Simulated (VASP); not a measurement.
# ZnO (P6_3mc) in VASP: notebook

The runs below take ZnO through single point, with LDA.

All numbers are computed with VASP 6.6.1; they aren't measurements. Logs are shortened: lines on timing, memory, paths and dates and some standing lists are left out, and cuts for length are marked.

## Step 1: The cell of the first run

The structure is hexagonal, space group P6_3mc (No. 186). The conventional cell has a = 3.106 Å, b = 3.106 Å, c = 5.424 Å, α = 90.00°, β = 90.00°, γ = 120.00°. Within 2.5 Å of Zn (site symmetry 3m) lie 4 O at 1.91 to 2.05 Å. Within 2.5 Å of O (site symmetry 3m) lie 4 Zn at 1.91 to 2.05 Å.

## Step 2: Single point, LDA (c/a of the conventional cell at fixed volume 1.7462)

INCAR

```
SYSTEM = ZnO
PREC = Accurate
ENCUT = 520
EDIFF = 1E-7
ISMEAR = 0
SIGMA = 0.05
LREAL = .False.
LASPH = .True.
NELM = 100
ALGO = Normal
ISIF = 2
LWAVE = .False.
LCHARG = .False.
NBANDS = 26
```

KPOINTS

```
Automatic mesh
0
Gamma
  12 12 6
  0 0 0
```

POSCAR

```
ZnO
1.0
    3.1064546507      0.0000000000      0.0000000000
   -1.5532273253      2.6902686432      0.0000000000
    0.0000000000      0.0000000000      5.4244911111
Zn O
2 2
Direct
    0.3333333333      0.6666666667      0.0018514197
    0.6666666667      0.3333333333      0.5018514197
    0.3333333333      0.6666666667      0.3802485803
    0.6666666667      0.3333333333      0.8802485803
```

Potentials or basis: VASP PAW LDA potentials, release 64 (Zn, O).

Launch:

```console
> cat potpaw_LDA.64/Zn/POTCAR potpaw_LDA.64/O/POTCAR > POTCAR
> mpirun -np 1 vasp_std > vasp.out
```

OUTCAR:

```text
SYSTEM = ZnO
   PREC = Accurate
   ENCUT = 520
   EDIFF = 1E-7
   ISMEAR = 0
   LREAL = .False.
   LASPH = .True.
   NELM = 100
   ISIF = 2

 ion  position               nearest neighbor table
   1  0.333  0.667  0.002-   4 1.91   4 1.91   4 1.91   3 2.05
   2  0.667  0.333  0.502-   3 1.91   3 1.91   3 1.91   4 2.05
   3  0.333  0.667  0.380-   2 1.91   2 1.91   2 1.91   1 2.05
   4  0.667  0.333  0.880-   1 1.91   1 1.91   1 1.91   2 2.05

  LATTYP: Found a hexagonal cell.
 ALAT       =     3.1064546507
 C/A-ratio  =     1.7462000000

  Lattice vectors:

 A1 = (   3.1064546507,   0.0000000000,   0.0000000000)
 A2 = (  -1.5532273253,   2.6902686432,   0.0000000000)
 A3 = (   0.0000000000,   0.0000000000,   5.4244911111)

Analysis of symmetry for initial positions (statically):
=====================================================================
 Subroutine PRICEL returns:
 Original cell was already a primitive cell.

 Routine SETGRP: Setting up the symmetry group for a
 hexagonal supercell.

 Subroutine GETGRP returns: Found 12 space group operations
 (whereof  6 operations were pure point group operations)
 out of a pool of 24 trial point group operations.

The static configuration has the point symmetry C_3v.
 The point group associated with its full space group is C_6v.

Analysis of symmetry for dynamics (positions and initial velocities):
=====================================================================
 Subroutine PRICEL returns:
 Original cell was already a primitive cell.

 Routine SETGRP: Setting up the symmetry group for a
 hexagonal supercell.

 Subroutine GETGRP returns: Found 12 space group operations
 (whereof  6 operations were pure point group operations)
 out of a pool of 24 trial point group operations.

The dynamic configuration has the point symmetry C_3v.
 The point group associated with its full space group is C_6v.

 Subroutine INISYM returns: Found 12 space group operations
 (whereof  6 operations are pure point group operations),
 and found     1 'primitive' translations

----------------------------------------------------------------------------------------

                                     Primitive cell

  volume of cell :      45.3335

  direct lattice vectors                    reciprocal lattice vectors
     3.106454651  0.000000000  0.000000000     0.321910381  0.185855045  0.000000000
[... 84 lines left out ...]
   ISPIN  =      1    spin polarized calculation?
   LNONCOLLINEAR =      F non collinear calculations
   LSORBIT =      F    spin-orbit coupling
   LASPH  =      T    aspherical Exc in radial PAW
   ENCUT  =  520.0 eV  38.22 Ry    6.18 a.u.   5.78  5.78 10.09*2*pi/ulx,y,z
   NELM   =    100;   NELMIN=  2; NELMDL= -5     # of ELM steps
   EDIFF  = 0.1E-06   stopping-criterion for ELM
   LREAL  =      F    real-space projection
   EDIFFG = 0.1E-05   stopping-criterion for IOM
   NSW    =      0    number of steps for IOM
   IBRION =     -1    ionic relax: 0-MD 1-quasi-New 2-CG
   NFREE  =      0    steps in history (QN), initial steepest desc. (CG)
   ISIF   =      2    stress and relaxation
   ISYM   =      2    0-nonsym 1-usesym 2-fastsym
   POTIM  = 0.5000    time-step for ionic-motion
   TEBEG  =    0.0;   TEEND  =   0.0 temperature during run
   PSTRESS=    0.0 pullay stress
   NELECT =      36.0000    total number of electrons
   NUPDOWN=      -1.0000    fix difference up-down
   EMIN   =  10.00;   EMAX   =-10.00  energy-range for DOS
   EFERMI =   0.00;   METHOD = LEGACY
   ISMEAR =     0;   SIGMA  =   0.05  broadening in eV -4-tet -1-fermi 0-gaus
   EFERMI_NEDOS =   21; number of points for ismear=-14 and -15
   IALGO  =     38    algorithm
   IMIX   =      4    mixing-type and parameters
     AMIX     =   0.40;   BMIX     =  1.00
     AMIX_MAG =   1.60;   BMIX_MAG =  1.00
  volume/ion in A,a.u.               =      11.33        76.48
  Fermi-wavevector in a.u.,A,eV,Ry     =   1.516011  2.864846 31.270138  2.298290
  Thomas-Fermi vector in A             =   2.625458
   LORBIT       =      0    0 simple, 1 ext, 2 COOP (PROOUT), +10 PAW based schemes
   GGA     = CA    functional components
   LHFCALC =     F    Hartree Fock is set to
   AEXX    =    0.0000 exact exchange contribution
   IVDW    =     0    specifies the selected vdW correction
   LEPSILON=     F    determine dielectric tensor
   LRPA    =     F    only Hartree local field effects (RPA)
 non-spin polarized calculation
 Gauss-broadening in eV      SIGMA  =   0.05
  energy-cutoff  :      520.00
  volume of cell :       45.33
 maximum number of plane-waves:      1238
 NGX is ok and might be reduce to    24
   NGX = 11   NGY = 11   NGZ = 21

 number of electron      36.0000007 magnetization

 Free energy of the ion-electron system (eV)
  ---------------------------------------------------
  ext. energy  EPLUGINS =         0.00000000
  ---------------------------------------------------
  free energy    TOTEN  =       -21.01617609 eV

  energy without entropy =      -21.01617609  energy(sigma->0) =      -21.01617609

 E-fermi :   1.6941     XC(G=0): -11.7244

 val. band max:        1.4439863194   @ k =   0.0000   0.0000   0.0000
 cond. band min:       2.0857095634   @ k =   0.0000   0.0000   0.0000
 fundamental gap:      0.6417232440
 Fermi energy:         1.6940743615

 k-point     1 :       0.0000    0.0000    0.0000
  band No.  band energies     occupation
      1     -16.8953      2.00000
      2     -16.1908      2.00000
      3      -4.9489      2.00000
      4      -4.7447      2.00000
      5      -4.7447      2.00000
      6      -4.6835      2.00000
[... 685 lines left out ...]
     25      15.2268      0.00000
     26      16.0388      0.00000

 [... further k-points ...]
[... 5 lines left out ...]
  --------------------------------------------------------------------------------------
  -------------------------------------------------------------------------------------
  Total        2.5169857      2.5169857     -2.8085368      0.0000000      0.0000000      0.0000000
  in kB       88.9552671     88.9552671    -99.2592601      0.0000000      0.0000000      0.0000000
  external PRESSURE =      26.2170914 kB  Pullay stress =       0.0000000 kB

 VOLUME and BASIS-vectors are now :
 -----------------------------------------------------------------------------
  energy-cutoff  :      520.00
  volume of cell :       45.33
      direct lattice vectors                 reciprocal lattice vectors
     3.106454651  0.000000000  0.000000000     0.321910381  0.185855045  0.000000000
    -1.553227325  2.690268643  0.000000000     0.000000000  0.371710090  0.000000000
     0.000000000  0.000000000  5.424491111     0.000000000  0.000000000  0.184349090

 POSITION                                       TOTAL-FORCE (eV/Angst)
 -----------------------------------------------------------------------------------
     -0.00000      1.79351      0.01004        -0.000000      0.000000      0.627685
      1.55323      0.89676      2.72229        -0.000000      0.000000      0.627685
     -0.00000      1.79351      2.06266        -0.000000      0.000000     -0.627685
      1.55323      0.89676      4.77490         0.000000     -0.000000     -0.627685
 -----------------------------------------------------------------------------------
    total drift:                                0.000000      0.000000      0.000687

  FREE ENERGIE OF THE ION-ELECTRON SYSTEM (eV)
  ---------------------------------------------------
  free  energy   TOTEN  =       -21.0161760938 eV

  energy  without entropy=      -21.0161760938  energy(sigma->0) =      -21.01617609
```

OSZICAR:

```text
N       E                     dE             d eps       ncg     rms          rms(c)
DAV:   1     0.290588737970E+03    0.29059E+03   -0.18191E+04  4024   0.205E+03
DAV:   2     0.681164544786E+01   -0.28378E+03   -0.26616E+03  4124   0.413E+02
DAV:   3    -0.235608808898E+02   -0.30373E+02   -0.29989E+02  4424   0.139E+02
DAV:   4    -0.241417252003E+02   -0.58084E+00   -0.57959E+00  4498   0.194E+01
DAV:   5    -0.241446446269E+02   -0.29194E-02   -0.29192E-02  4394   0.143E+00    0.159E+01
DAV:   6    -0.209168605696E+02    0.32278E+01   -0.61922E+00  6356   0.613E+01    0.102E+01
DAV:   7    -0.210826615631E+02   -0.16580E+00   -0.27423E+00  4102   0.165E+01    0.595E+00
DAV:   8    -0.210663244315E+02    0.16337E-01   -0.56568E-01  5304   0.708E+00    0.168E+00
DAV:   9    -0.210140474591E+02    0.52277E-01   -0.10519E-01  5816   0.668E+00    0.326E-01
DAV:  10    -0.210162289929E+02   -0.21815E-02   -0.35915E-02  4050   0.133E+00    0.897E-02
DAV:  11    -0.210161790646E+02    0.49928E-04   -0.42730E-04  4978   0.325E-01    0.232E-02
DAV:  12    -0.210161763515E+02    0.27131E-05   -0.74516E-05  4918   0.276E-01    0.776E-03
DAV:  13    -0.210161774449E+02   -0.10934E-05   -0.87241E-06  6006   0.827E-02    0.979E-03
DAV:  14    -0.210161760858E+02    0.13591E-05   -0.42252E-06  4276   0.176E-02    0.153E-03
DAV:  15    -0.210161760938E+02   -0.80554E-08   -0.32547E-07  4118   0.449E-03
   1 F= -.21016176E+02 E0= -.21016176E+02  d E =-.891108E-15
```

stdout:

```text
POSCAR found type information on POSCAR ZnO
 POSCAR found :  2 types and       4 ions
 scaLAPACK will be used
 LDA part: xc-table for (Slater(with rela. corr.)+CA(PZ))
 , standard interpolation
 POSCAR, INCAR and KPOINTS ok, starting setup
 FFT: planning ... GRIDC
 FFT: planning ... GRID_SOFT
 FFT: planning ... GRID
 WAVECAR not read
 entering main loop
```

It took 2.3 min on 1 thread of AMD EPYC 7R13, shared host; peak memory 0.16 GiB.

What came out:

* Free energy: -21.0162 eV
* Pressure: 2.6 GPa
* Largest force: 0.628 eV/Å
* Band gap on the k mesh: 0.64 eV, direct

Forces on the atoms (eV/Å):
```
Zn   0.000  0.000  0.628
Zn   0.000  0.000  0.628
O    0.000  0.000 -0.628
O    0.000  0.000 -0.628
```

## Step 3: Single point, LDA (c/a of the conventional cell at fixed volume 1.7462)

INCAR

```
SYSTEM = ZnO
  PREC = Accurate
  ENCUT = 520
  EDIFF = 1E-6
  ISMEAR = 0
  SIGMA = 0.05
  LREAL = .FALSE.
  LASPH = .TRUE.
  NELM = 80
  ALGO = Normal
  ISIF = 2
  LWAVE = .FALSE.
  LCHARG = .TRUE.
  LELF = .TRUE.
  LVHAR = .TRUE.
  NBANDS = 26
```

KPOINTS

```
Automatic mesh
0
G
  12 12 6
  0 0 0
```

POSCAR: that of step 2 with these lines changed.

```diff
@@ -10,3 +10,3 @@
     0.6666666667      0.3333333333      0.5018514197
-    0.3333333333      0.6666666667      0.3802485803
-    0.6666666667      0.3333333333      0.8802485803
+    0.3333333333      0.6666666667      0.4254632686
+    0.6666666667      0.3333333333      0.9254632686
```

Potentials or basis: VASP PAW LDA potentials, release 64 (Zn, O).

Launch:

```console
> cat potpaw_LDA.64/Zn/POTCAR potpaw_LDA.64/O/POTCAR > POTCAR
> mpirun -np 1 vasp_std > vasp.out
```

It took 2.7 min on 1 thread of AMD EPYC 7R13, shared host; peak memory 0.16 GiB.

It converged, with:

| Quantity | Value |
| --- | --- |
| Free energy | -20.5764 eV |
| Pressure | 11.7 GPa |
| Largest force | 0.968 eV/Å |
| Band gap on the k mesh | 0.79 eV, direct |

Forces on the atoms (eV/Å):
```
Zn   0.000  0.000  0.968
Zn   0.000  0.000  0.968
O    0.000  0.000 -0.968
O    0.000  0.000 -0.968
```

Stress tensor (GPa, compression positive):
```
21.80  0.00  0.00
 0.00 21.80  0.00
 0.00  0.00 -8.49
```

Levels at points of the mesh, in eV from the valence-band top:
```
           k point  band 15  band 16  band 17  band 18  band 19  band 20  band 21  band 22
(0.00, 0.00, 0.00)    -0.40    -0.40     0.00     0.00     0.79     5.10     7.22    12.72
(0.50, 0.00, 0.00)    -2.80    -2.42    -1.68    -1.41     5.85     6.81     6.87     8.63
(0.00, 0.00, 0.50)    -0.20    -0.20    -0.20    -0.20     3.18     3.18     9.16     9.16
(0.50, 0.00, 0.50)    -2.04    -2.04    -1.65    -1.65     5.37     5.37     8.46     8.46
```

 A k mesh can miss the band edges.

## Step 4: Single point, LDA (c/a of the conventional cell at fixed volume 1.6169)

INCAR

```
PREC = Accurate
ENCUT = 520
EDIFF = 1E-7
ISMEAR = 0
SIGMA = 0.05
LREAL = False
LASPH = True
NELM = 80
ALGO = Normal
ISIF = 2
LWAVE = False
LCHARG = True
LELF = True
LVHAR = True
NBANDS = 26
```

KPOINTS

```
regular mesh
0
Gamma
  12 12 6
```

POSCAR

```
ZnO
1.0
    3.1871780739      0.0000000000      0.0000000000
   -1.5935890369      2.7601771784      0.0000000000
    0.0000000000      0.0000000000      5.1531926628
Zn O
2 2
Direct
    0.3333333333      0.6666666667      0.0018514197
    0.6666666667      0.3333333333      0.5018514197
    0.3333333333      0.6666666667      0.3350338920
    0.6666666667      0.3333333333      0.8350338920
```

Launch:

```console
> cat potpaw_LDA.64/Zn/POTCAR potpaw_LDA.64/O/POTCAR > POTCAR
> mpirun -np 1 vasp_std > vasp.out
```

Wall time 2.3 min (1 thread of AMD EPYC 7R13, shared host); peak memory 0.16 GiB.

Results (log left out):

* Free energy: -20.4591 eV
* Pressure: 8.6 GPa
* Largest force: 3.788 eV/Å
* Band gap on the k mesh: 1.03 eV, direct

Forces on the atoms (eV/Å):
```
Zn   0.000  0.000 -3.788
Zn   0.000  0.000 -3.788
O    0.000  0.000  3.788
O    0.000  0.000  3.788
```

Stress tensor (GPa, compression positive):
```
-6.54  0.00  0.00
 0.00 -6.54  0.00
 0.00  0.00 38.93
```

Levels at points of the mesh, in eV from the valence-band top:
```
           k point  band 15  band 16  band 17  band 18  band 19  band 20  band 21  band 22
(0.00, 0.00, 0.00)    -1.33    -0.05     0.00     0.00     1.03     5.57     8.52    13.13
(0.50, 0.00, 0.00)    -2.87    -2.70    -1.56    -0.36     5.87     6.77     7.14     8.63
(0.00, 0.00, 0.50)    -0.65    -0.65    -0.65    -0.65     3.54     3.54    10.67    10.67
(0.50, 0.00, 0.50)    -1.47    -1.47    -1.42    -1.42     5.57     5.57     8.38     8.38
```

Caveat: forces of over 1 eV/Å act on the atoms, so gaps and moduli don't describe the material at rest.
